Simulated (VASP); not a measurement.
**SnSe: single point with PBE+D3(BJ)**

Crystal: SnSe.

```
CELL_PARAMETERS angstrom
0.00000 2.98877 2.98877
2.98877 0.00000 2.98877
2.98877 2.98877 0.00000
ATOMIC_POSITIONS crystal
Sn 0.00000 0.00000 0.00000
Se 0.46236 0.46236 0.53764
```

This cell differs from its parent crystal: atom 2 (Se) moved by (+0.000, -0.225) A along [1 1 0] and z.

```json
{
  "Program": "VASP 6.6.1",
  "Task": "single point",
  "Functional": "PBE",
  "Dispersion": "D3(BJ)",
  "Potentials or basis": "VASP PAW PBE potentials, release 64 (Sn_d, Se)",
  "Cutoff": "520 eV",
  "k mesh": "10 × 10 × 10",
  "Occupations": "gaussian, width 0.05 eV",
  "Spin": "no spin polarisation",
  "Dipole correction": "no",
  "Further INCAR settings": "ALGO = Normal; EDIFF = 1e-06; NBANDS = 17"
}
```

* Pressure: 0.8 GPa
* Largest force: 0.239 eV/Å
* Band gap on the k mesh: 0.58 eV (least direct gap 0.64 eV)
* Dispersion energy per atom: -0.361 eV

Forces on the atoms (eV/Å):
```
Sn   0.000  0.000 -0.239
Se   0.000  0.000  0.239
```

Stress tensor (GPa, compression positive):
```
0.22 0.00 0.00
0.00 0.22 0.00
0.00 0.00 1.99
```

Levels at points of the mesh, in eV from the valence-band top:
| k point | band 6 | band 7 | band 8 | band 9 | band 10 | band 11 | band 12 | band 13 | band 14 | band 15 |
| --- | --- | --- | --- | --- | --- | --- | --- | --- | --- | --- |
| (0.00, 0.00, 0.00) | -14.05 | -4.93 | -2.35 | -2.19 | -2.19 | 4.04 | 4.04 | 4.54 | 5.89 | 6.24 |
| (0.50, 0.00, 0.00) | -13.07 | -8.12 | -2.18 | -2.01 | -0.09 | 0.79 | 1.31 | 1.55 | 8.21 | 10.23 |
| (0.50, 0.50, 0.00) | -12.75 | -6.64 | -4.94 | -3.72 | -3.72 | 2.98 | 5.52 | 5.52 | 6.25 | 10.55 |
| (0.00, 0.50, 0.50) | -12.79 | -6.02 | -5.59 | -3.68 | -3.66 | 2.64 | 5.67 | 5.81 | 6.12 | 10.50 |

Run time: 26 s on 1 thread of Intel(R) Xeon(R) 6975P-C (Granite Rapids), with other jobs on the host, peak memory 0.24 GiB.

Caveat: the cell differs from its parent crystal (atom 2 (Se) moved by (+0.000, -0.225) A along [1 1 0] and z); semilocal functionals underestimate gaps, and a narrow one can read as zero; spin-orbit coupling is left out, which moves the levels of the heavy elements. A k mesh can miss the band edges.
